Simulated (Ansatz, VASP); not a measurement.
## Two plane-wave programs on NbTe

```
Te Nb
1.0
     3.70297    0.00000    0.00000
    -1.85149    3.20687    0.00000
     0.00000    0.00000    3.69421
Te Nb
1 1
Direct
  0.66667 0.33333 0.00000
  0.00000 0.00000 0.50000
```

Alike in both runs: task single point; functional PBE0; k mesh 6 × 6 × 4; occupations fermi-dirac, width 0.05 eV; no spin polarisation.

```csv
,VASP,Ansatz
version,VASP 6.6.1,Ansatz 0.2.0
potentials or method,"VASP PAW PBE potentials, release 64 (Te, Nb_sv)",Ansatz PAW
plane-wave cutoff (eV),520,420
valence electrons in the cell,19,29
```

|  | VASP | Ansatz | Ansatz less VASP |
| --- | --- | --- | --- |
| gap on the k mesh at the Fermi level (eV) | none | none | - |
| pressure (GPa) | -5.9 | -5.3 | +0.65 |
| traceless stress, the component that is largest in VASP (GPa) | 1.76 | 1.81 | +0.048 |

A gap of «none» marks a metal or a gap that the smearing closes. The functional is the same, so the differences come from potentials, cutoffs and numerics. VASP's potentials hold 19 valence electrons a cell and Ansatz's 29, so a difference there can come from the potentials and not from the codes.

The k mesh is coarse, so the values compare programs but aren't converged. Neither program's run includes spin-orbit coupling.
